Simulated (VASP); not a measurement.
A run of VASP 6.6.1:

Contents of INCAR:

```
SYSTEM = NaCaF3
PREC = Accurate ; ENCUT = 520
EDIFF = 1E-6 ; ISMEAR = -1
SIGMA = 0.05 ; LREAL = .FALSE.
LASPH = .TRUE. ; NELM = 100
ALGO = Normal ; ISIF = 2
LWAVE = .FALSE. ; LCHARG = .FALSE.
GGA = PS ; NBANDS = 49
```

Contents of KPOINTS:

```
Automatic mesh
0
G
  4 2 4
  0 0 0
```

Contents of POSCAR:

```
NaCaF3
1.0
    4.2637257974     -0.3032468699      0.1435906158
   -0.6065856608      8.6453480504     -0.6092664634
    0.1430987507     -0.3019429730      4.2637757104
Na Ca F
2 2 6
Direct
   -0.1928148376      0.0540048554      0.0006972066
    0.0017684997      0.5540036102     -0.1938751473
    0.4174153903      0.2415651954      0.5973053585
    0.5983460894      0.7415659833      0.4163686119
    0.3316761112      0.1658636056      0.0849585375
    0.6107520587      0.0017912204      0.4977724135
   -0.0780862332      0.2887889207      0.7289926948
    0.7300448458      0.7887864757     -0.0791349787
    0.4988427225      0.5017886162      0.6096985973
    0.0860001625      0.6658702199      0.3306211173
```

Potentials or basis: VASP PAW PBE potentials, release 64 (Na_pv, Ca_sv, F).

The run is started by

```sh
$ cat potpaw_PBE.64/Na_pv/POTCAR potpaw_PBE.64/Ca_sv/POTCAR potpaw_PBE.64/F/POTCAR > POTCAR
$ mpirun -np 1 vasp_std > vasp.out
```

Hardware: 1 thread of Oxide Virtual Turin-like Processor, with other jobs on the host.

Task: Estimate the wall time of this run.

Result: Wall time 2.7 min on 1 thread of Oxide Virtual Turin-like Processor, on a shared host, peak memory 0.28 GiB. Counts: scf iterations 15, k points 20.
